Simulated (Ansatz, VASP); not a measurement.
## Two plane-wave programs on WS2

File INCAR:

```
SYSTEM = WS2
PREC = Accurate
ENCUT = 520
EDIFF = 1E-6
ISMEAR = 0
SIGMA = 0.05
LREAL = .False.
LASPH = .True.
NELM = 80
ALGO = Normal
ISIF = 2
LWAVE = .False.
LCHARG = .False.
GGA = PS
IVDW = 12
NBANDS = 20
```

File KPOINTS:

```
regular mesh
0
Gamma
  12 12 2
  0 0 0
```

The input POSCAR:

```
WS2
1.0
    3.1239380587      0.0000000000      0.0000000000
   -1.5619690294      2.7054097187      0.0000000000
    0.0000000000      0.0000000000     16.9375357456
W S
1 2
Direct
    0.3333333333      0.6666666667      0.0020180381
    0.6520697063      0.3333333333      0.9013652059
    0.6812636270      0.3333333333      0.0870628629
```

Input for Ansatz:

```yaml
crystal:
  lattice:
    - [3.1239380587, 0.0, 0.0]
    - [-1.5619690294, 2.7054097187, 0.0]
    - [0.0, 0.0, 16.9375357456]
  atoms:
    - { symbol: W, position: [0.3333333333, 0.6666666667, 0.0020180381] }
    - { symbol: S, position: [0.6520697063, 0.3333333333, 0.9013652059] }
    - { symbol: S, position: [0.681263627, 0.3333333333, 0.0870628629] }
basis:
  ecutwfc: 420
kpoints:
  mp_grid: { grid: [12, 12, 2] }
hamiltonian:
  xc: pbesol
  pseudopotentials: { kind: paw, azcp: { folder: soft_1 } }
  dispersion: d3bj
scf:
  occupations: { method: gaussian, width: 0.05 }
output:
  forces: true
  stress: true
  eigenvalues: true
```

Change from the starting cell: mode 4 frozen in at -0.046 Å and mode 9 at -0.098 Å (largest displacements).

Alike in both runs: task single point; functional PBEsol; dispersion D3(BJ); k mesh 12 × 12 × 2; occupations gaussian, width 0.05 eV; no spin polarisation.

|  | VASP | Ansatz |
| --- | --- | --- |
| version | VASP 6.6.1 | Ansatz 0.2.0 |
| potentials or method | VASP PAW PBE potentials, release 64 (W_sv, S), cutoff 520 eV | scalar-relativistic, plane waves, PAW |
| valence electrons in the cell | 26 | 26 |

Ansatz gave:

```
gap on the k mesh at the Fermi level (eV) : 1.74
least direct gap on the mesh (eV)         : 2.03
rms of the force components (eV/Å)        : 1.859
```

Q: What did VASP give for the same quantities?

A: gap on the k mesh at the Fermi level (eV): 1.75; least direct gap on the mesh (eV): 2.03; rms of the force components (eV/Å): 1.863.

VASP's potentials were made for PBE, not for PBEsol, and Ansatz warns of the same on its side. Atom by atom the forces differ by 0.010 eV/Å (rms over components).

Spin-orbit coupling is off throughout.
